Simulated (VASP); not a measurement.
Set up this calculation in VASP 6.6.1, as the native input.

| Quantity | Value |
| --- | --- |
| Task | single point |
| Functional | PBE |
| Potentials or basis | VASP PAW PBE potentials, release 64 (Be, S) |
| Cutoff | 520 eV |
| k mesh | 8 × 8 × 8 |
| Occupations | gaussian, width 0.05 eV |
| Spin | no spin polarisation |
| Dipole correction | no |
| Further INCAR settings | ALGO = Normal; EDIFF = 1e-07; NBANDS = 11 |

The structure of BeS lies in POSCAR:

```
BeS
1.0
    0.0000000000      2.4613750000      2.3886250000
    2.4613750000      0.0000000000      2.3886250000
    2.4613750000      2.4613750000      0.0000000000
Be S
1 1
Direct
    0.0000000000      0.0000000000      0.0000000000
    0.7500000000      0.7500000000      0.7500000000
```

This cell differs from its parent crystal: strain +0.015 along x and y, -0.015 along z.

One way to write it, as run:

INCAR

```
PREC = Accurate ; ENCUT = 520
EDIFF = 1E-7 ; ISMEAR = 0
SIGMA = 0.05 ; LREAL = False
LASPH = True ; NELM = 80
ALGO = Normal ; ISIF = 2
LWAVE = False ; LCHARG = False
GGA = PE ; NBANDS = 11
```

KPOINTS

```
Automatic mesh
0
Gamma
  8 8 8
```

Potentials or basis: VASP PAW PBE potentials, release 64 (Be, S).

Command:

```sh
$ cat potpaw_PBE.64/Be/POTCAR potpaw_PBE.64/S/POTCAR > POTCAR
$ mpirun -np 1 vasp_std > vasp.out
```

Results of the run:

- Pressure: 0.1 GPa
- Band gap on the k mesh: 2.90 eV, indirect (least direct gap 5.55 eV)

Caveat: the cell differs from its parent crystal (strain +0.015 along x and y, -0.015 along z).

It took 11 s on 1 thread of Intel(R) Xeon(R) 6975P-C (Granite Rapids), with other jobs on the host, peak memory 0.15 GiB.
